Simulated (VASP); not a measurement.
Write the native input for VASP 6.6.1 that does the following.

| Item | Value |
| --- | --- |
| Task | single point |
| Functional | PBE |
| Potentials or basis | VASP PAW PBE potentials, release 64 (Ba_sv, Ti_sv, O) |
| Cutoff | 520 eV |
| k mesh | 8 × 8 × 8 |
| Occupations | gaussian, width 0.05 eV |
| Spin | no spin polarisation |
| Hubbard terms | Ti d U = 4.0 eV |
| Dipole correction | no |
| Further INCAR settings | ALGO = Normal; EDIFF = 1e-06; NBANDS = 28 |

The structure of BaTiO3 lies in POSCAR:

```
BaTiO3
1.0
    3.9954120776      0.0000000000      0.0000000000
    0.0000000000      3.9954120776      0.0000000000
    0.0000000000      0.0000000000      3.9954120776
Ba Ti O
1 1 3
Direct
    0.5001142594      0.5000000000      0.5000000000
    0.0042288083      0.0000000000      0.0000000000
    0.4931245915      0.0000000000      0.0000000000
   -0.0033786990      0.5000000000      0.0000000000
   -0.0033786990      0.0000000000      0.5000000000
```

These files were run (other wordings do the same):

INCAR

```
  ALGO = Normal
  EDIFF = 1E-6
  ENCUT = 520
  GGA = PE
  ISIF = 2
  ISMEAR = 0
  LASPH = True
  LCHARG = True
  LDAU = True
  LDAUJ = 0 0 0
  LDAUL = -1 2 -1
  LDAUPRINT = 1
  LDAUTYPE = 2
  LDAUU = 0 4 0
  LELF = True
  LMAXMIX = 4
  LREAL = False
  LVHAR = True
  LWAVE = False
  NBANDS = 28
  NELM = 150
  PREC = Accurate
  SIGMA = 0.05
```

KPOINTS

```
k-points
0
Gamma
  8 8 8
```

Potentials or basis: VASP PAW PBE potentials, release 64 (Ba_sv, Ti_sv, O).

The run is started by

```bash
$ cat potpaw_PBE.64/Ba_sv/POTCAR potpaw_PBE.64/Ti_sv/POTCAR potpaw_PBE.64/O/POTCAR > POTCAR
$ mpirun -np 1 vasp_std > vasp.out
```

Results of the run:

| Item | Value |
| --- | --- |
| Pressure | 8.2 GPa |
| Largest force | 0.179 eV/Å |
| Band gap on the k mesh | 2.23 eV, indirect (least direct gap 2.43 eV) |

Caveat: spin-orbit coupling is left out, which moves the levels of the heavy elements.

Run time: 2.2 min on 1 thread of Intel(R) Xeon(R) Platinum 8488C (Sapphire Rapids) (shared host), peak memory 0.26 GiB.
